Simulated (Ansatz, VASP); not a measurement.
# Rh: VASP beside Ansatz

The input INCAR:

```
PREC = Accurate
ENCUT = 520
EDIFF = 1E-6
ISMEAR = -4
SIGMA = 0.05
LREAL = False
LASPH = True
NELM = 150
ALGO = Normal
ISIF = 2
LWAVE = False
LCHARG = True
MAGMOM = 0.328 -0.173 -0.254
LORBIT = 11
LSORBIT = True
GGA_COMPAT = False
LORBMOM = True
LMAXMIX = 4
GGA = RP
IVDW = 13
LVHAR = True
NBANDS = 26
```

File KPOINTS:

```
regular mesh
0
Gamma
  12 12 12
```

The input POSCAR:

```
Rh
1.0
    0.0000000000      1.8978500000      1.8978500000
    1.8978500000      0.0000000000      1.8978500000
    1.8978500000      1.8978500000      0.0000000000
Rh
1
Direct
    0.0000000000      0.0000000000      0.0000000000
```

input.yaml

```yaml
crystal:
  lattice:
    - [0.0, 1.89785, 1.89785]
    - [1.89785, 0.0, 1.89785]
    - [1.89785, 1.89785, 0.0]
  atoms:
    - { symbol: Rh, position: [0.0, 0.0, 0.0], spin: 0.449, spin_axis: [0.328, -0.173, -0.254] }
hamiltonian:
  xc: rpbe
  pseudopotentials: { kind: paw_fr }
  dispersion: d4
magnetization:
  noncollinear: true
  spin_orbit: true
kpoints:
  mp_grid: { grid: [12, 12, 12] }
  band_path:
    path:
      - [[0.0, 0.0, 0.0], [0.5, 0.0, 0.5], [0.5, 0.25, 0.75], [0.375, 0.375, 0.75], [0.0, 0.0, 0.0], [0.5, 0.5, 0.5], [0.625, 0.25, 0.625], [0.5, 0.25, 0.75], [0.5, 0.5, 0.5], [0.375, 0.375, 0.75]]
      - [[0.625, 0.25, 0.625], [0.5, 0.0, 0.5]]
    npoints: 14
scf:
  occupations: { method: tetrahedron_uncorrected }
  n_extra_bands: 6
  eigensolver: { kind: davidson }
output:
  forces: true
  stress: true
  eigenvalues: true
  fatbands: false
basis:
  ecutrho_ratio: 12
  precision: f64
```

Alike in both runs: functional RPBE; dispersion D4; k mesh 12 × 12 × 12; non-collinear spin, spin-orbit coupling.

```csv
,VASP,Ansatz
version,VASP 6.6.1,Ansatz 0.2.0
potentials or method,"VASP PAW PBE potentials, release 64 (Rh_pv)",Ansatz PAW
plane-wave cutoff (eV),520,420
occupations,tetrahedron,tetrahedron-uncorrected
valence electrons in the cell,15,17
task,single point,band structure
```

VASP gave:

```
pressure (GPa)           : -4.0
net moment per atom (μB) : 0.00
```

Problem. Which values does Ansatz return?

Solution. Pressure (GPa): -4.3; net moment per atom (μB): 0.00.

VASP's potentials were made for PBE, not for RPBE. VASP's potentials hold 15 valence electrons a cell and Ansatz's 17, so a difference there can come from the potentials and not from the codes.
